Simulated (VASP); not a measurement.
CdSe, 2 atoms in the cell. It takes space group F-43m (No. 216, cubic). The conventional cell has a = 6.141 Å, b = 6.141 Å, c = 6.141 Å, α = 90.00°, β = 90.00°, γ = 90.00°. Cd (site symmetry -43m) has 4 Se at 2.66 Å within 3.5 Å. Se (site symmetry -43m) has 4 Cd at 2.66 Å within 3.5 Å. 

```yaml
Program: VASP 6.6.1
Task: single point
Functional: PBEsol-based screened hybrid with 25 % exact exchange
Potentials_or_basis: VASP PAW PBE potentials, release 64 (Cd, Se)
Cutoff: 520 eV
k_mesh: 4 × 4 × 4
Occupations: fermi-dirac, width 0.05 eV
Spin: no spin polarisation
Dipole_correction: no
Grid_for_exact_exchange_PRECFOCK: Normal
Share_of_exact_exchange: 0.25
Further_INCAR_settings: ALGO = Normal; EDIFF = 1e-06; NBANDS = 16
Screening_parameter: 0.207 1/Å
```

Potentials or basis: VASP PAW PBE potentials, release 64 (Cd, Se).

The run is started by

```console
$ cat potpaw_PBE.64/Cd/POTCAR potpaw_PBE.64/Se/POTCAR > POTCAR
$ cp INCAR.step1 INCAR
$ mpirun -np 1 vasp_std > vasp.out
$ cp INCAR.step2 INCAR
$ mpirun -np 1 vasp_std > vasp.out
```

Hardware: 1 thread of AMD EPYC 9R45 96-Core Processor (Zen 5) (shared host).

How long does it take, and how much memory?

It took 7.8 min on 1 thread of AMD EPYC 9R45 96-Core Processor (Zen 5) (shared host), peak memory 0.27 GiB. Counts: k points 8.
